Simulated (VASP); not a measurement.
# KF (Immm) in VASP: notebook

KF is run at these levels: PBE; tasks: single point.

Everything below comes from runs of VASP 6.6.1. Logs are shortened: lines on timing, memory, paths and dates and some standing lists are left out, and cuts for length are marked.

### Step 1. The cell of the first run

Symmetry: Immm, No. 71, orthorhombic system. The conventional cell has a = 3.710 Å, b = 3.852 Å, c = 5.347 Å, α = 90.00°, β = 90.00°, γ = 90.00°. K (site symmetry mmm) has 6 F at 2.67 Å within 3.5 Å. F (site symmetry mmm) has 6 K at 2.67 Å within 3.5 Å.

### Step 2. Single point, PBE (strain +0.0375 x Voigt [0, 0, 0, 0, 1, 0])

INCAR reads:

```
  ALGO = Normal
  EDIFF = 1E-6
  ENCUT = 520
  GGA = PE
  ISIF = 2
  ISMEAR = 0
  LASPH = T
  LCHARG = T
  LELF = T
  LREAL = F
  LVHAR = T
  LWAVE = F
  NBANDS = 15
  NELM = 80
  PREC = Accurate
  SIGMA = 0.05
```

KPOINTS reads:

```
k-points
0
Gamma
  8 8 8
```

POSCAR reads:

```
KF
1.0
    0.0501281250      2.6735000000      2.6735000000
    2.7236281250      0.0000000000      2.7236281250
    2.6735000000      2.6735000000      0.0501281250
K F
1 1
Direct
    0.0000000000      0.0000000000      0.0000000000
    0.5000000000      0.5000000000      0.5000000000
```

Potentials or basis: VASP PAW PBE potentials, release 64 (K_sv, F).

Launch:

```sh
cat potpaw_PBE.64/K_sv/POTCAR potpaw_PBE.64/F/POTCAR > POTCAR
mpirun -np 1 vasp_std > vasp.out
```

OUTCAR:

```text
EDIFF = 1E-6
   ENCUT = 520
   GGA = PE
   ISIF = 2
   ISMEAR = 0
   LASPH = T
   LREAL = F
   NELM = 80
   PREC = Accurate

 ion  position               nearest neighbor table
   1  0.000  0.000  0.000-   2 2.67   2 2.67   2 2.67   2 2.67   2 2.67   2 2.67
   2  0.500  0.500  0.500-   1 2.67   1 2.67   1 2.67   1 2.67   1 2.67   1 2.67

  LATTYP: Found a body centered orthorhombic cell.
 ALAT       =     3.7100080848
 B/A-ratio  =     1.0382165605
 C/A-ratio  =     1.4412367515

  Lattice vectors:

 A1 = (   0.0501281250,  -2.6735000000,   2.6735000000)
 A2 = (  -0.0501281250,  -2.6735000000,  -2.6735000000)
 A3 = (   2.6735000000,   2.6735000000,   0.0501281250)

Analysis of symmetry for initial positions (statically):
=====================================================================
 Subroutine PRICEL returns:
 Original cell was already a primitive cell.

 Routine SETGRP: Setting up the symmetry group for a
 body centered orthorhombic supercell.

 Subroutine GETGRP returns: Found  8 space group operations
 (whereof  8 operations were pure point group operations)
 out of a pool of  8 trial point group operations.

The static configuration has the point symmetry D_2h.

Analysis of symmetry for dynamics (positions and initial velocities):
=====================================================================
 Subroutine PRICEL returns:
 Original cell was already a primitive cell.

 Routine SETGRP: Setting up the symmetry group for a
 body centered orthorhombic supercell.

 Subroutine GETGRP returns: Found  8 space group operations
 (whereof  8 operations were pure point group operations)
 out of a pool of  8 trial point group operations.

The dynamic configuration has the point symmetry D_2h.

 Subroutine INISYM returns: Found  8 space group operations
 (whereof  8 operations are pure point group operations),
 and found     1 'primitive' translations

----------------------------------------------------------------------------------------

                                     Primitive cell

  volume of cell :      38.2048

  direct lattice vectors                    reciprocal lattice vectors
     0.050128125  2.673500000  2.673500000    -0.190594404  0.187020759  0.190594404
     2.723628125  0.000000000  2.723628125     0.183578659 -0.187020759  0.183578659
     2.673500000  2.673500000  0.050128125     0.190594404  0.187020759 -0.190594404

  length of vectors
     3.781232250  3.851791833  3.781232250     0.328068923  0.319967206  0.328068923
[... 91 lines left out ...]
   PSTRESS=    0.0 pullay stress
   NELECT =      16.0000    total number of electrons
   NUPDOWN=      -1.0000    fix difference up-down
   EMIN   =  10.00;   EMAX   =-10.00  energy-range for DOS
   EFERMI =   0.00;   METHOD = LEGACY
   ISMEAR =     0;   SIGMA  =   0.05  broadening in eV -4-tet -1-fermi 0-gaus
   EFERMI_NEDOS =   21; number of points for ismear=-14 and -15
   IALGO  =     38    algorithm
   IMIX   =      4    mixing-type and parameters
     AMIX     =   0.40;   BMIX     =  1.00
     AMIX_MAG =   1.60;   BMIX_MAG =  1.00
  volume/ion in A,a.u.               =      19.10       128.91
  Fermi-wavevector in a.u.,A,eV,Ry     =   1.224829  2.314592 20.411550  1.500207
  Thomas-Fermi vector in A             =   2.359889
   LORBIT       =      0    0 simple, 1 ext, 2 COOP (PROOUT), +10 PAW based schemes
   GGA     = PE    functional components
   LHFCALC =     F    Hartree Fock is set to
   AEXX    =    0.0000 exact exchange contribution
   IVDW    =     0    specifies the selected vdW correction
   LEPSILON=     F    determine dielectric tensor
   LRPA    =     F    only Hartree local field effects (RPA)
 non-spin polarized calculation
 Gauss-broadening in eV      SIGMA  =   0.05
  energy-cutoff  :      520.00
  volume of cell :       38.20
 maximum number of plane-waves:      1041
   NGX = 15   NGY = 15   NGZ = 15

 number of electron      16.0000006 magnetization

 Free energy of the ion-electron system (eV)
  ---------------------------------------------------
  ext. energy  EPLUGINS =         0.00000000
  ---------------------------------------------------
  free energy    TOTEN  =        -8.28850289 eV

  energy without entropy =       -8.28850289  energy(sigma->0) =       -8.28850289

 E-fermi :  -2.4677     XC(G=0):  -8.3979

 val. band max:       -2.7858011863   @ k =   0.0000   0.0000   0.0000
 cond. band min:       3.3475592521   @ k =   0.0000   0.0000   0.0000
 fundamental gap:      6.1333604385
 Fermi energy:        -2.4677095142

 k-point     1 :       0.0000    0.0000    0.0000
  band No.  band energies     occupation
      1     -28.9544      2.00000
      2     -21.4617      2.00000
      3     -12.2125      2.00000
      4     -12.2062      2.00000
      5     -12.1971      2.00000
      6      -2.8227      2.00000
      7      -2.8068      2.00000
      8      -2.7858      2.00000
      9       3.3476      0.00000
     10       7.6814      0.00000
     11       7.8565      0.00000
     12       8.0553      0.00000
     13       9.5426      0.00000
     14       9.5444      0.00000
[... 401 lines left out ...]
      2     -21.5029      2.00000
      3     -12.4742      2.00000
      4     -12.3561      2.00000
      5     -12.3321      2.00000
      6      -3.2735      2.00000
      7      -2.9326      2.00000
      8      -2.8996      2.00000
      9       6.0127      0.00000
     10       6.1684      0.00000
     11       9.2391      0.00000
     12       9.7867      0.00000
     13      10.4868      0.00000
     14      10.6260      0.00000
     15      14.7164      0.00000

 [... further k-points ...]

------------------------ aborting loop because EDIFF is reached ----------------------------------------

  FORCE on cell =-STRESS in cart. coord.  units (eV):
  Direction    XX          YY          ZZ          XY          YZ          ZX
  --------------------------------------------------------------------------------------
  -------------------------------------------------------------------------------------
  Total        0.3241077      0.3179526      0.3241077      0.0000000      0.0000000     -0.1167543
  in kB       13.5919599     13.3338371     13.5919599      0.0000000      0.0000000     -4.8962735
  external PRESSURE =      13.5059190 kB  Pullay stress =       0.0000000 kB

 VOLUME and BASIS-vectors are now :
 -----------------------------------------------------------------------------
  energy-cutoff  :      520.00
  volume of cell :       38.20
      direct lattice vectors                 reciprocal lattice vectors
     0.050128125  2.673500000  2.673500000    -0.190594404  0.187020759  0.190594404
     2.723628125  0.000000000  2.723628125     0.183578659 -0.187020759  0.183578659
     2.673500000  2.673500000  0.050128125     0.190594404  0.187020759 -0.190594404

 POSITION                                       TOTAL-FORCE (eV/Angst)
 -----------------------------------------------------------------------------------
      0.00000      0.00000      0.00000         0.000000      0.000000      0.000000
      2.72363      2.67350      2.72363        -0.000000     -0.000000     -0.000000
 -----------------------------------------------------------------------------------
    total drift:                                0.000000      0.000000      0.000000

  FREE ENERGIE OF THE ION-ELECTRON SYSTEM (eV)
  ---------------------------------------------------
  free  energy   TOTEN  =        -8.2885028893 eV

  energy  without entropy=       -8.2885028893  energy(sigma->0) =       -8.28850289
```

Wall time 23 s (1 thread of Intel Xeon 6975P-C (Granite Rapids), shared host); peak memory 0.19 GiB.

Results:

- Free energy: -8.2885 eV
- Pressure: 1.4 GPa
- Band gap on the k mesh: 6.13 eV

Caveat: the cell differs from its parent crystal (strain +0.0375 x Voigt [0, 0, 0, 0, 1, 0]). A k mesh can miss the band edges.

(Part 1 of 2 ends here.)
